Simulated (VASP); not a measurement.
# BAs (Pm-3m) in VASP: a series of runs

Runs on BAs. Level: PBE-based screened hybrid with 25 % exact exchange. Tasks: single point.

Everything below comes from runs of VASP 6.6.1. Logs are shortened: lines on timing, memory, paths and dates and some standing lists are left out, and cuts for length are marked.

**1. The cell of the first run**

It takes space group Pm-3m (No. 221, cubic). The conventional cell has a = 2.957 Å, b = 2.957 Å, c = 2.957 Å, α = 90.00°, β = 90.00°, γ = 90.00°. B (site symmetry m-3m) has 8 As at 2.56 Å and 6 B at 2.96 Å within 3.4 Å. Within 3.4 Å of As (site symmetry m-3m) lie 8 B at 2.56 Å and 6 As at 2.96 Å.

**2. Single point, PBE-based screened hybrid with 25 % exact exchange**

POSCAR

```
BAs
1.0
    2.9570103300      0.0000000000      0.0000000000
    0.0000000000      2.9570103300      0.0000000000
    0.0000000000      0.0000000000      2.9570103300
B As
1 1
Direct
    0.5000000000      0.5000000000      0.5000000000
    0.0000000000      0.0000000000      0.0000000000
```

INCAR.step1

```
ALGO = Normal ; EDIFF = 1E-5
ENCUT = 520 ; GGA = PE
ISIF = 2 ; ISMEAR = -1
LASPH = True ; LREAL = False
LWAVE = True ; NBANDS = 11
NELM = 80 ; PREC = Accurate
SIGMA = 0.05
```

INCAR.step2

```
AEXX = 0.25 ; ALGO = Normal
EDIFF = 1E-6 ; ENCUT = 520
GGA = PE ; HFSCREEN = 0.1
ISIF = 2 ; ISMEAR = -1
ISTART = 1 ; LASPH = True
LCHARG = True ; LELF = True
LHFCALC = True ; LREAL = False
LVHAR = True ; LWAVE = False
NBANDS = 11 ; NELM = 80
PREC = Accurate ; PRECFOCK = Normal
SIGMA = 0.05
```

KPOINTS

```
k-points
0
Gamma
  5 5 5
```

Potentials or basis: VASP PAW PBE potentials, release 64 (B, As).

Launch:

```console
$ cat potpaw_PBE.64/B/POTCAR potpaw_PBE.64/As/POTCAR > POTCAR
$ cp INCAR.step1 INCAR
$ mpirun -np 1 vasp_std > vasp.out
$ cp INCAR.step2 INCAR
$ mpirun -np 1 vasp_std > vasp.out
```

OUTCAR:

```text
AEXX = 0.25
   EDIFF = 1E-6
   ENCUT = 520
   GGA = PE
   HFSCREEN = 0.1
   ISIF = 2
   ISMEAR = -1
   ISTART = 1
   LASPH = True
   LHFCALC = True
   LREAL = False
   NELM = 80
   PREC = Accurate
   PRECFOCK = Normal

 ion  position               nearest neighbor table
   1  0.500  0.500  0.500-
   2  0.000  0.000  0.000-

  LATTYP: Found a simple cubic cell.
 ALAT       =     2.9570103300

  Lattice vectors:

 A1 = (   2.9570103300,   0.0000000000,   0.0000000000)
 A2 = (   0.0000000000,   2.9570103300,   0.0000000000)
 A3 = (   0.0000000000,   0.0000000000,   2.9570103300)

Analysis of symmetry for initial positions (statically):
=====================================================================
 Subroutine PRICEL returns:
 Original cell was already a primitive cell.

 Routine SETGRP: Setting up the symmetry group for a
 simple cubic supercell.

 Subroutine GETGRP returns: Found 48 space group operations
 (whereof 48 operations were pure point group operations)
 out of a pool of 48 trial point group operations.

The static configuration has the point symmetry O_h .

Analysis of symmetry for dynamics (positions and initial velocities):
=====================================================================
 Subroutine PRICEL returns:
 Original cell was already a primitive cell.

 Routine SETGRP: Setting up the symmetry group for a
 simple cubic supercell.

 Subroutine GETGRP returns: Found 48 space group operations
 (whereof 48 operations were pure point group operations)
 out of a pool of 48 trial point group operations.

The dynamic configuration has the point symmetry O_h .

 Subroutine INISYM returns: Found 48 space group operations
 (whereof 48 operations are pure point group operations),
 and found     1 'primitive' translations

----------------------------------------------------------------------------------------

                                     Primitive cell

  volume of cell :      25.8558

  direct lattice vectors                    reciprocal lattice vectors
     2.957010330  0.000000000  0.000000000     0.338179407  0.000000000  0.000000000
     0.000000000  2.957010330  0.000000000     0.000000000  0.338179407  0.000000000
     0.000000000  0.000000000  2.957010330     0.000000000  0.000000000  0.338179407

  length of vectors
[... 80 lines left out ...]
   EMIN   =  10.00;   EMAX   =-10.00  energy-range for DOS
   EFERMI =   0.00;   METHOD = LEGACY
   ISMEAR =    -1;   SIGMA  =   0.05  broadening in eV -4-tet -1-fermi 0-gaus
   EFERMI_NEDOS =   21; number of points for ismear=-14 and -15
   IALGO  =     38    algorithm
   IMIX   =      1    mixing-type and parameters
     AMIX     =   0.40;   BMIX     =  1.00
     AMIX_MAG =   1.60;   BMIX_MAG =  1.00
  volume/ion in A,a.u.               =      12.93        87.24
  Fermi-wavevector in a.u.,A,eV,Ry     =   1.107266  2.092429 16.681261  1.226038
  Thomas-Fermi vector in A             =   2.243778
   LORBIT       =      0    0 simple, 1 ext, 2 COOP (PROOUT), +10 PAW based schemes
   GGA     = PE    functional components
   LHFCALC =     T    Hartree Fock is set to
   PRECFOCK=normal    Normal, Fast or Accurate (Low or Medium for compatibility)
   ENCUT4O =  -1.0   cutoff for four orbital integrals eV
   NKREDX  =     1    reduce k-point grid by
   NKREDY  =     1    reduce k-point grid by
   NKREDZ  =     1    reduce k-point grid by
   AEXX    =    0.2500 exact exchange contribution
   HFSCREEN=    0.1000 screening length (either q_TF or 0.3 A-1)
   HFSCREENC=   0.1000 screening length for correlation (either q_TF or 0.3 A-1)
   ENCUTFOCK=  -1.0 apply spherical cutoff to Coloumb kernel
   IVDW    =     0    specifies the selected vdW correction
   LEPSILON=     F    determine dielectric tensor
   LRPA    =     F    only Hartree local field effects (RPA)
 non-spin polarized calculation
  energy-cutoff  :      520.00
  volume of cell :       25.86
 maximum number of plane-waves:       739
 NGX is ok and might be reduce to    24
  NGX = 18; NGY = 18; NGZ = 18

 number of electron       7.9999999 magnetization

 Free energy of the ion-electron system (eV)
  ---------------------------------------------------
  ext. energy  EPLUGINS =         0.00000000
  ---------------------------------------------------
  free energy    TOTEN  =       -10.07303433 eV

  energy without entropy =      -10.06968486  energy(sigma->0) =      -10.07135960

 E-fermi :   6.9391     XC(G=0):  -9.1439

 val. band max:        6.7821801781   @ k =   0.4000   0.4000   0.2000
 cond. band min:       7.4301423483   @ k =   0.2000   0.2000   0.0000
 fundamental gap:      0.6479621702
 Fermi energy:         6.9390842619

 k-point     1 :       0.0000    0.0000    0.0000
  band No.  band energies     occupation
      1     -10.8000      2.00000
      2       5.6915      2.00000
      3       5.6915      2.00000
      4       5.6915      2.00000
      5       6.3413      1.99999
      6      13.1175      0.00000
      7      13.1175      0.00000
      8      17.3122      0.00000
      9      17.3122      0.00000
     10      17.3122      0.00000
     11      26.7592      0.00000
[... 113 lines left out ...]
 k-point    10 :       0.4000    0.4000    0.4000
  band No.  band energies     occupation
      1      -3.1531      2.00000
      2       0.9640      2.00000
      3       2.4368      2.00000
      4       2.4368      2.00000
      5       4.5169      2.00000
      6       6.4144      1.99994
      7       6.4144      1.99994
      8       9.3574      0.00000
      9      25.6603      0.00000
     10      26.6295      0.00000
     11      26.6295      0.00000

------------------------ aborting loop because EDIFF is reached ----------------------------------------

  FORCE on cell =-STRESS in cart. coord.  units (eV):
  Direction    XX          YY          ZZ          XY          YZ          ZX
  --------------------------------------------------------------------------------------
  -------------------------------------------------------------------------------------
  Total       -1.5610478     -1.5610478     -1.5610478      0.0000000      0.0000000     -0.0000000
  in kB      -96.7315720    -96.7315720    -96.7315720      0.0000000      0.0000000     -0.0000000
  external PRESSURE =     -96.7315720 kB  Pullay stress =       0.0000000 kB

 VOLUME and BASIS-vectors are now :
 -----------------------------------------------------------------------------
  energy-cutoff  :      520.00
  volume of cell :       25.86
      direct lattice vectors                 reciprocal lattice vectors
     2.957010330  0.000000000  0.000000000     0.338179407  0.000000000  0.000000000
     0.000000000  2.957010330  0.000000000     0.000000000  0.338179407  0.000000000
     0.000000000  0.000000000  2.957010330     0.000000000  0.000000000  0.338179407

 POSITION                                       TOTAL-FORCE (eV/Angst)
 -----------------------------------------------------------------------------------
      1.47851      1.47851      1.47851         0.000000      0.000000      0.000000
      0.00000      0.00000      0.00000         0.000000      0.000000      0.000000
 -----------------------------------------------------------------------------------
    total drift:                               -0.000000      0.000001      0.000003

  FREE ENERGIE OF THE ION-ELECTRON SYSTEM (eV)
  ---------------------------------------------------
  free  energy   TOTEN  =       -10.0730343280 eV

  energy  without entropy=      -10.0696848638  energy(sigma->0) =      -10.07135960
```

OUTCAR.step1:

```text
EDIFF = 1E-5
   ENCUT = 520
   GGA = PE
   ISIF = 2
   ISMEAR = -1
[... 344 lines left out ...]
 -----------------------------------------------------------------------------------
      1.47851      1.47851      1.47851         0.000000      0.000000      0.000000
      0.00000      0.00000      0.00000         0.000000      0.000000      0.000000
 -----------------------------------------------------------------------------------
    total drift:                                0.000000      0.000000     -0.000000

  FREE ENERGIE OF THE ION-ELECTRON SYSTEM (eV)
  ---------------------------------------------------
  free  energy   TOTEN  =        -8.2980808634 eV

  energy  without entropy=       -8.2935506516  energy(sigma->0) =       -8.29581576
```

OSZICAR.step1:

```text
N       E                     dE             d eps       ncg     rms          rms(c)
DAV:   1     0.855220100600E+01    0.85522E+01   -0.37372E+03   220   0.634E+02
DAV:   2    -0.800303081536E+01   -0.16555E+02   -0.15986E+02   327   0.972E+01
DAV:   3    -0.838560706169E+01   -0.38258E+00   -0.38100E+00   265   0.109E+01
DAV:   4    -0.838613949659E+01   -0.53243E-03   -0.53242E-03   247   0.491E-01
DAV:   5    -0.838613982111E+01   -0.32452E-06   -0.32414E-06   251   0.136E-02    0.288E+00
DAV:   6    -0.830163902789E+01    0.84501E-01   -0.37771E-01   235   0.198E+00    0.158E+00
DAV:   7    -0.829909458655E+01    0.25444E-02   -0.21389E-02   250   0.823E-01    0.802E-01
DAV:   8    -0.829808836523E+01    0.10062E-02   -0.17503E-03   232   0.305E-01    0.566E-02
DAV:   9    -0.829808020983E+01    0.81554E-05   -0.15946E-04   253   0.519E-02    0.227E-02
DAV:  10    -0.829808086336E+01   -0.65353E-06   -0.96257E-06   134   0.224E-02
   1 F= -.82980809E+01 E0= -.82958158E+01  d E =-.453021E-02
```

It took 9 min on 1 thread of Intel Xeon 8259CL, shared host; peak memory 0.21 GiB.

What came out:

```
Free energy            : -10.0730 eV
Pressure               : -9.7 GPa
Band gap on the k mesh : zero (bands 4 and 5 overlap by 4.38 eV)
```

Caveat: the k points lie up to 0.42 Å⁻¹ apart, too coarse for converged energies and pressures of a metal; the PAW data sets were made with another functional, which shifts forces and pressure a little.

**3. Single point, PBE-based screened hybrid with 25 % exact exchange**

POSCAR is that of step 2.

INCAR.step1

```
SYSTEM = BAs
PREC = Accurate
ENCUT = 520
EDIFF = 1E-5
ISMEAR = -1
SIGMA = 0.05
LREAL = .False.
LASPH = .True.
NELM = 100
ALGO = Normal
ISIF = 2
LWAVE = .True.
GGA = PE
NBANDS = 11
```

INCAR.step2

```
SYSTEM = BAs
PREC = Accurate
ENCUT = 520
EDIFF = 1E-7
ISMEAR = -1
SIGMA = 0.05
LREAL = .False.
LASPH = .True.
NELM = 100
ALGO = Normal
ISIF = 2
LWAVE = .False.
LCHARG = .True.
GGA = PE
LHFCALC = .True.
AEXX = 0.25
HFSCREEN = 0.15
PRECFOCK = Normal
LELF = .True.
LVHAR = .True.
ISTART = 1
NBANDS = 11
```

KPOINTS

```
regular mesh
0
Gamma
  5 5 5
  0 0 0
```

Potentials or basis: VASP PAW PBE potentials, release 64 (B, As).

Launch:

```console
$ cat potpaw_PBE.64/B/POTCAR potpaw_PBE.64/As/POTCAR > POTCAR
$ cp INCAR.step1 INCAR
$ mpirun -np 1 vasp_std > vasp.out
$ cp INCAR.step2 INCAR
$ mpirun -np 1 vasp_std > vasp.out
```

Wall time 11 min (1 thread of Intel Xeon 8259CL, shared host); peak memory 0.22 GiB.

The run converged. Its results:

| Item | Value |
| --- | --- |
| Free energy | -9.8428 eV |
| Pressure | -9.3 GPa |
| Band gap on the k mesh | zero (bands 4 and 5 overlap by 4.23 eV) |

Levels at points of the mesh, in eV from the Fermi level:
```tsv
k point	band 1	band 2	band 3	band 4	band 5	band 6	band 7	band 8
(0.00, 0.00, 0.00)	-17.70	-1.22	-1.22	-1.22	-0.61	6.03	6.03	10.20
```

Caveat: the k points lie up to 0.42 Å⁻¹ apart, too coarse for converged energies and pressures of a metal; the PAW data sets were made with another functional, which shifts forces and pressure a little.

The gap in the log of VASP goes by the Fermi energy; the results here count the filled bands.